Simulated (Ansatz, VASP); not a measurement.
# Two plane-wave programs on BiH2

```
Bi H
1.0
     4.38362    0.00000    0.00000
     0.00000    5.35017    0.00000
     0.00000    0.00000    3.33994
Bi H
2 4
Direct
  0.00000 0.00000 0.00000
  0.50000 0.50000 0.50000
  0.20040 0.37870 0.00000
  0.79960 0.62130 0.00000
  0.70040 0.12130 0.50000
  0.29960 0.87870 0.50000
```

Alike in both runs: task relaxation of cell and atoms; functional PBE; k mesh 4 × 4 × 6; occupations gaussian, width 0.1 eV; no spin polarisation.

|  | VASP | Ansatz |
| --- | --- | --- |
| version | VASP 6.6.1 | Ansatz 0.2.0 |
| potentials or method | VASP PAW PBE potentials, release 64 (Bi_d, H), cutoff 600 eV | scalar-relativistic, plane waves, PAW |
| valence electrons in the cell | 34 | 34 |

```tsv
	VASP	Ansatz	Ansatz less VASP
gap on the k mesh at the Fermi level, each at its own relaxed structure (eV)	none	none	-
relaxed volume (Å³/atom)	15.70	15.74	+0.039
relaxed length of the cell vector where the two differ most in proportion (Å)	4.903	4.938	+0.0356
```

A gap of «none» marks a metal or a gap that the smearing closes.

Spin-orbit coupling is off throughout. Noted on VASP's run: the volume moved by over 15 % at a fixed basis, so the end points are rough.
